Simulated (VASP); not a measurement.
# KB3H8 (Cmcm) in VASP: a series of runs

Runs on KB3H8. Level: PBE. Tasks: electric field gradients.

Everything below comes from runs of VASP 6.6.1. Logs are shortened: lines on timing, memory, paths and dates and some standing lists are left out, and cuts for length are marked.

## (1) The cell of the first run

It takes space group Cmcm (No. 63, orthorhombic). The conventional cell has a = 7.426 Å, b = 8.081 Å, c = 8.196 Å, α = 90.00°, β = 90.00°, γ = 90.00°. Within 3.9 Å of K (site symmetry m2m) lie 18 H at 2.96 to 3.31 Å and 7 B at 3.23 to 3.76 Å. Within 1.6 Å of B (site symmetry m) lie 3 H at 1.21 to 1.27 Å. Within 1.6 Å of B (site symmetry m2m) lie 4 H at 1.21 to 1.47 Å. Within 1.6 Å of H (site symmetry 1) lie 1 B at 1.21 Å. Within 1.7 Å of H (site symmetry m) lie 2 B at 1.27 to 1.47 Å. Within 1.6 Å of H (site symmetry m) lie 1 B at 1.21 Å.

## (2) Electric field gradients, PBE

INCAR

```
SYSTEM = KB3H8
PREC = Accurate ; ENCUT = 520
EDIFF = 1E-8 ; ISMEAR = 0
SIGMA = 0.01 ; LREAL = Auto
LASPH = .True. ; NELM = 100
ALGO = Normal ; ISIF = 2
LWAVE = .False. ; LCHARG = .False.
GGA = PE ; LEFG = .True.
NBANDS = 44
```

KPOINTS

```
regular mesh
0
Gamma
  5 5 3
  0 0 0
```

POSCAR

```
KB3H8
1.0
    3.7128150000     -4.0404300000      0.0000000000
    3.7128150000      4.0404300000      0.0000000000
    0.0000000000      0.0000000000      8.1959500000
K B H
2 6 16
Direct
    0.6654514242      0.3345485758      0.7500000000
    0.3345485758      0.6654514242      0.2500000000
    0.2805511384      0.7194488616      0.6403502566
    0.7194488616      0.2805511384      0.1403502566
    0.7194488616      0.2805511384      0.3596497434
    0.2805511384      0.7194488616      0.8596497434
    0.0911664064      0.9088335936      0.7500000000
    0.9088335936      0.0911664064      0.2500000000
    0.2028993698      0.5206490863      0.5890172102
    0.7971006302      0.4793509137      0.0890172102
    0.5206490863      0.2028993698      0.4109827898
    0.4793509137      0.7971006302      0.9109827898
    0.7971006302      0.4793509137      0.4109827898
    0.2028993698      0.5206490863      0.9109827898
    0.4793509137      0.7971006302      0.5890172102
    0.5206490863      0.2028993698      0.0890172102
    0.1374436733      0.8625563267      0.5769690025
    0.8625563267      0.1374436733      0.0769690025
    0.8625563267      0.1374436733      0.4230309975
    0.1374436733      0.8625563267      0.9230309975
    0.8729317429      0.8531347148      0.7500000000
    0.1270682571      0.1468652852      0.2500000000
    0.8531347148      0.8729317429      0.2500000000
    0.1468652852      0.1270682571      0.7500000000
```

Potentials or basis: VASP PAW PBE potentials, release 64 (K_sv, B, H).

Started as:

```sh
> cat potpaw_PBE.64/K_sv/POTCAR potpaw_PBE.64/B/POTCAR potpaw_PBE.64/H/POTCAR > POTCAR
> mpirun -np 1 vasp_std > vasp.out
```

OUTCAR:

```text
SYSTEM = KB3H8
   PREC = Accurate
   ENCUT = 520
   EDIFF = 1E-8
   ISMEAR = 0
   LREAL = Auto
   LASPH = .True.
   NELM = 100
   ISIF = 2
   GGA = PE

 ion  position               nearest neighbor table
   1  0.665  0.335  0.750-
   2  0.335  0.665  0.250-
   3  0.281  0.719  0.640-   9 1.21  15 1.21  17 1.27   7 1.77   6 1.80
   4  0.719  0.281  0.140-  10 1.21  16 1.21  18 1.27   8 1.77   5 1.80
   5  0.719  0.281  0.360-  11 1.21  13 1.21  19 1.27   8 1.77   4 1.80
   6  0.281  0.719  0.860-  12 1.21  14 1.21  20 1.27   7 1.77   3 1.80
   7  0.091  0.909  0.750-  21 1.21  24 1.21  17 1.47  20 1.47   3 1.77   6 1.77
   8  0.909  0.091  0.250-  22 1.21  23 1.21  18 1.47  19 1.47   4 1.77   5 1.77
   9  0.203  0.521  0.589-   3 1.21
  10  0.797  0.479  0.089-   4 1.21
  11  0.521  0.203  0.411-   5 1.21
  12  0.479  0.797  0.911-   6 1.21
  13  0.797  0.479  0.411-   5 1.21
  14  0.203  0.521  0.911-   6 1.21
  15  0.479  0.797  0.589-   3 1.21
  16  0.521  0.203  0.089-   4 1.21
  17  0.137  0.863  0.577-   3 1.27   7 1.47
  18  0.863  0.137  0.077-   4 1.27   8 1.47
  19  0.863  0.137  0.423-   5 1.27   8 1.47
  20  0.137  0.863  0.923-   6 1.27   7 1.47
  21  0.873  0.853  0.750-   7 1.21
  22  0.127  0.147  0.250-   8 1.21
  23  0.853  0.873  0.250-   8 1.21
  24  0.147  0.127  0.750-   7 1.21

  LATTYP: Found a base centered orthorhombic cell.
 ALAT       =     7.4256300000
 B/A-ratio  =     1.0882389777
 C/A-ratio  =     1.1037379993

  Lattice vectors:

 A1 = (   3.7128150000,  -4.0404300000,   0.0000000000)
 A2 = (   3.7128150000,   4.0404300000,   0.0000000000)
 A3 = (   0.0000000000,   0.0000000000,   8.1959500000)

Analysis of symmetry for initial positions (statically):
=====================================================================
 Subroutine PRICEL returns:
 Original cell was already a primitive cell.

 Routine SETGRP: Setting up the symmetry group for a
 base centered orthorhombic supercell.

 Subroutine GETGRP returns: Found  8 space group operations
 (whereof  4 operations were pure point group operations)
 out of a pool of  8 trial point group operations.

The static configuration has the point symmetry C_2h.
[... 945 lines left out ...]
 [bands above 38 left out]

------------------------ aborting loop because EDIFF is reached ----------------------------------------

  FORCE on cell =-STRESS in cart. coord.  units (eV):
  Direction    XX          YY          ZZ          XY          YZ          ZX
  --------------------------------------------------------------------------------------
  -------------------------------------------------------------------------------------
  Total        0.2207880      0.0557561     -0.1235955      0.0000000      0.0000000      0.0000000
  in kB        1.4385531      0.3632808     -0.8052915      0.0000000      0.0000000      0.0000000
  external PRESSURE =       0.3321808 kB  Pullay stress =       0.0000000 kB

 VOLUME and BASIS-vectors are now :
 -----------------------------------------------------------------------------
  energy-cutoff  :      520.00
  volume of cell :      245.90
      direct lattice vectors                 reciprocal lattice vectors
     3.712815000 -4.040430000  0.000000000     0.134668708 -0.123749205  0.000000000
     3.712815000  4.040430000  0.000000000     0.134668708  0.123749205  0.000000000
     0.000000000  0.000000000  8.195950000     0.000000000  0.000000000  0.122011481

 POSITION                                       TOTAL-FORCE (eV/Angst)
 -----------------------------------------------------------------------------------
      3.71281     -1.33699      6.14696        -0.000000      0.014587     -0.000000
      3.71281      1.33699      2.04899        -0.000000     -0.014587     -0.000000
      3.71281      1.77334      5.24828        -0.000000      0.002620      0.001118
      3.71281     -1.77334      1.15030        -0.000000     -0.002620      0.001118
      3.71281     -1.77334      2.94767        -0.000000     -0.002620     -0.001118
      3.71281      1.77334      7.04565        -0.000000      0.002620     -0.001118
[... 16 lines left out ...]
      6.40857      0.07999      2.04899        -0.006712     -0.002078     -0.000000
      1.01706     -0.07999      6.14696         0.006712      0.002078     -0.000000
 -----------------------------------------------------------------------------------
    total drift:                               -0.000000     -0.000000      0.000000

  FREE ENERGIE OF THE ION-ELECTRON SYSTEM (eV)
  ---------------------------------------------------
  free  energy   TOTEN  =      -101.9435280186 eV

  energy  without entropy=     -101.9435280186  energy(sigma->0) =     -101.94352802

 Electric field gradients (V/A^2)
---------------------------------------------------------------------
 ion       V_xx      V_yy      V_zz      V_xy      V_xz      V_yz
---------------------------------------------------------------------
   1       9.483    -2.380    -7.102    -0.000    -0.000    -0.000
   2       9.483    -2.380    -7.102    -0.000     0.000    -0.000
   3     -10.007     9.165     0.841     0.000    -0.000    -4.870
   4     -10.007     9.165     0.841    -0.000     0.000     4.870
   5     -10.007     9.165     0.841    -0.000     0.000    -4.870
   6     -10.007     9.165     0.841     0.000    -0.000     4.870
[... 16 lines left out ...]
  23      10.295    -0.972    -9.322    12.424     0.000    -0.000
  24      10.295    -0.972    -9.322    12.424     0.000    -0.000
---------------------------------------------------------------------

 Electric field gradients after diagonalization (V/A^2)
 (convention: |V_zz| > |V_xx| > |V_yy|)
----------------------------------------------------------------------
 ion       V_xx      V_yy      V_zz     asymmetry (V_yy - V_xx)/ V_zz
----------------------------------------------------------------------
   1      -7.102    -2.380     9.483       0.498
   2      -7.102    -2.380     9.483       0.498
   3     -10.007    -1.403    11.410       0.754
   4     -10.007    -1.403    11.410       0.754
   5     -10.007    -1.403    11.410       0.754
   6     -10.007    -1.403    11.410       0.754
[... 16 lines left out ...]
  23      -9.322    -8.981    18.303       0.019
  24      -9.322    -8.981    18.303       0.019
----------------------------------------------------------------------

           NMR quadrupolar parameters

 Cq : quadrupolar parameter    Cq=e*Q*V_zz/h
 eta: asymmetry parameters     (V_yy - V_xx)/ V_zz
 Q  : nuclear electric quadrupole moment in mb (millibarn)
----------------------------------------------------------------------
 ion       Cq(MHz)       eta       Q (mb)
----------------------------------------------------------------------
   1       0.023       0.498       1.000
   2       0.023       0.498       1.000
   3       0.028       0.754       1.000
   4       0.028       0.754       1.000
   5       0.028       0.754       1.000
   6       0.028       0.754       1.000
[... 16 lines left out ...]
  23       0.044       0.019       1.000
  24       0.044       0.019       1.000
----------------------------------------------------------------------
```

It took 3.7 min on 1 thread of AMD EPYC 9R45 (Zen 5), shared host; peak memory 0.36 GiB.

Results:

| Item | Value |
| --- | --- |
| Free energy | -101.9435 eV |
| Pressure | 0.0 GPa |
| Largest force | 0.015 eV/Å |
| Band gap on the k mesh | 5.77 eV, indirect (least direct gap 5.92 eV) |

Forces on the atoms (eV/Å):
```
K    0.000  0.015  0.000
K    0.000 -0.015  0.000
B    0.000  0.003  0.001
B    0.000 -0.003  0.001
B    0.000 -0.003 -0.001
B    0.000  0.003 -0.001
B    0.000 -0.002  0.000
B    0.000  0.002  0.000
H   -0.006 -0.009 -0.001
H    0.006  0.009 -0.001
H   -0.006  0.009  0.001
H    0.006 -0.009  0.001
H    0.006  0.009  0.001
H   -0.006 -0.009  0.001
H    0.006 -0.009 -0.001
H   -0.006  0.009 -0.001
H    0.000  0.006  0.011
H    0.000 -0.006  0.011
H    0.000 -0.006 -0.011
H    0.000  0.006 -0.011
H   -0.007  0.002  0.000
H    0.007 -0.002  0.000
H   -0.007 -0.002  0.000
H    0.007  0.002  0.000
```

Stress tensor (GPa, compression positive):
```
 0.14  0.00  0.00
 0.00  0.04  0.00
 0.00  0.00 -0.08
```

Electric field gradients, principal values (V/Å²):
```csv
atom,least,middle,greatest (by size)
1 K,-2.380,-7.102,9.483
2 K,-2.380,-7.102,9.483
3 B,-1.403,-10.007,11.410
4 B,-1.403,-10.007,11.410
5 B,-1.403,-10.007,11.410
6 B,-1.403,-10.007,11.410
7 B,-5.936,-18.778,24.714
8 B,-5.936,-18.778,24.714
9 H,-8.862,-9.511,18.373
10 H,-8.862,-9.511,18.373
11 H,-8.862,-9.511,18.373
12 H,-8.862,-9.511,18.373
13 H,-8.862,-9.511,18.373
14 H,-8.862,-9.511,18.373
15 H,-8.862,-9.511,18.373
16 H,-8.862,-9.511,18.373
17 H,-1.626,-10.794,12.420
18 H,-1.626,-10.794,12.420
19 H,-1.626,-10.794,12.420
20 H,-1.626,-10.794,12.420
21 H,-8.981,-9.322,18.303
22 H,-8.981,-9.322,18.303
23 H,-8.981,-9.322,18.303
24 H,-8.981,-9.322,18.303
```

Caveat: without QUAD_EFG the Cq values of the log hold for a quadrupole moment of 1 mb, not for the nuclei.

## (3) Electric field gradients, PBE

INCAR

```
PREC = Accurate ; ENCUT = 520
EDIFF = 1E-8 ; ISMEAR = -1
SIGMA = 0.05 ; LREAL = Auto
LASPH = True ; NELM = 100
ALGO = Normal ; ISIF = 2
LWAVE = False ; LCHARG = False
GGA = PE ; LEFG = True
NBANDS = 44
```

KPOINTS

```
Automatic mesh
0
Gamma
  5 5 4
```

POSCAR is that of step 2.

Potentials or basis: VASP PAW PBE potentials, release 64 (K_sv, B, H).

Started as:

```sh
> cat potpaw_PBE.64/K_sv/POTCAR potpaw_PBE.64/B/POTCAR potpaw_PBE.64/H/POTCAR > POTCAR
> mpirun -np 1 vasp_std > vasp.out
```

OUTCAR:

```text
PREC = Accurate
   ENCUT = 520
   EDIFF = 1E-8
   ISMEAR = -1
   LREAL = Auto
   LASPH = True
   NELM = 100
   ISIF = 2
   GGA = PE

 ion  position               nearest neighbor table
   1  0.665  0.335  0.750-
   2  0.335  0.665  0.250-
   3  0.281  0.719  0.640-   9 1.21  15 1.21  17 1.27   7 1.77   6 1.80
   4  0.719  0.281  0.140-  10 1.21  16 1.21  18 1.27   8 1.77   5 1.80
   5  0.719  0.281  0.360-  11 1.21  13 1.21  19 1.27   8 1.77   4 1.80
   6  0.281  0.719  0.860-  12 1.21  14 1.21  20 1.27   7 1.77   3 1.80
   7  0.091  0.909  0.750-  21 1.21  24 1.21  17 1.47  20 1.47   3 1.77   6 1.77
   8  0.909  0.091  0.250-  22 1.21  23 1.21  18 1.47  19 1.47   4 1.77   5 1.77
   9  0.203  0.521  0.589-   3 1.21
  10  0.797  0.479  0.089-   4 1.21
  11  0.521  0.203  0.411-   5 1.21
  12  0.479  0.797  0.911-   6 1.21
  13  0.797  0.479  0.411-   5 1.21
  14  0.203  0.521  0.911-   6 1.21
  15  0.479  0.797  0.589-   3 1.21
  16  0.521  0.203  0.089-   4 1.21
[... 1318 lines left out ...]

 Electric field gradients after diagonalization (V/A^2)
 (convention: |V_zz| > |V_xx| > |V_yy|)
----------------------------------------------------------------------
 ion       V_xx      V_yy      V_zz     asymmetry (V_yy - V_xx)/ V_zz
----------------------------------------------------------------------
   1      -7.102    -2.379     9.482       0.498
   2      -7.102    -2.379     9.482       0.498
   3     -10.007    -1.403    11.410       0.754
   4     -10.007    -1.403    11.410       0.754
   5     -10.007    -1.403    11.410       0.754
   6     -10.007    -1.403    11.410       0.754
[... 16 lines left out ...]
  23      -9.323    -8.980    18.303       0.019
  24      -9.323    -8.980    18.303       0.019
----------------------------------------------------------------------

           NMR quadrupolar parameters

 Cq : quadrupolar parameter    Cq=e*Q*V_zz/h
 eta: asymmetry parameters     (V_yy - V_xx)/ V_zz
 Q  : nuclear electric quadrupole moment in mb (millibarn)
----------------------------------------------------------------------
 ion       Cq(MHz)       eta       Q (mb)
----------------------------------------------------------------------
   1       0.023       0.498       1.000
   2       0.023       0.498       1.000
   3       0.028       0.754       1.000
   4       0.028       0.754       1.000
   5       0.028       0.754       1.000
   6       0.028       0.754       1.000
[... 16 lines left out ...]
  23       0.044       0.019       1.000
  24       0.044       0.019       1.000
----------------------------------------------------------------------
```

Wall time 5.4 min (1 thread of AMD EPYC 9R45 (Zen 5), shared host); peak memory 0.4 GiB.

What came out:

| Property | Result |
| --- | --- |
| Free energy | -101.9434 eV |
| Pressure | 0.0 GPa |
| Largest force | 0.015 eV/Å |
| Band gap on the k mesh | 5.73 eV, indirect (least direct gap 5.93 eV) |

Forces on the atoms (eV/Å):
```
K    0.000  0.015  0.000
K    0.000 -0.015  0.000
B    0.000  0.003  0.001
B    0.000 -0.003  0.001
B    0.000 -0.003 -0.001
B    0.000  0.003 -0.001
B    0.000 -0.002  0.000
B    0.000  0.002  0.000
H   -0.006 -0.009 -0.001
H    0.006  0.009 -0.001
H   -0.006  0.009  0.001
H    0.006 -0.009  0.001
H    0.006  0.009  0.001
H   -0.006 -0.009  0.001
H    0.006 -0.009 -0.001
H   -0.006  0.009 -0.001
H    0.000  0.006  0.011
H    0.000 -0.006  0.011
H    0.000 -0.006 -0.011
H    0.000  0.006 -0.011
H   -0.007  0.002  0.000
H    0.007 -0.002  0.000
H   -0.007 -0.002  0.000
H    0.007  0.002  0.000
```

Levels at points of the mesh, in eV from the valence-band top:
```
           k point  band 23  band 24  band 25  band 26  band 27  band 28  band 29  band 30
(0.00, 0.00, 0.00)    -0.82    -0.63    -0.39    -0.20     6.09     6.51     6.60     7.00
(0.00, 0.00, 0.50)    -0.51    -0.51    -0.46    -0.46     6.41     6.41     6.76     6.76
```

Electric field gradients, principal values (V/Å²):
```csv
atom,least,middle,greatest (by size)
1 K,-2.379,-7.102,9.482
2 K,-2.379,-7.102,9.482
3 B,-1.403,-10.007,11.410
4 B,-1.403,-10.007,11.410
5 B,-1.403,-10.007,11.410
6 B,-1.403,-10.007,11.410
7 B,-5.937,-18.778,24.714
8 B,-5.937,-18.778,24.714
9 H,-8.862,-9.511,18.373
10 H,-8.862,-9.511,18.373
11 H,-8.862,-9.511,18.373
12 H,-8.862,-9.511,18.373
13 H,-8.862,-9.511,18.373
14 H,-8.862,-9.511,18.373
15 H,-8.862,-9.511,18.373
16 H,-8.862,-9.511,18.373
17 H,-1.626,-10.794,12.420
18 H,-1.626,-10.794,12.420
19 H,-1.626,-10.794,12.420
20 H,-1.626,-10.794,12.420
21 H,-8.980,-9.323,18.303
22 H,-8.980,-9.323,18.303
23 H,-8.980,-9.323,18.303
24 H,-8.980,-9.323,18.303
```

Caveat: without QUAD_EFG the Cq values of the log hold for a quadrupole moment of 1 mb, not for the nuclei. A k mesh can miss the band edges.
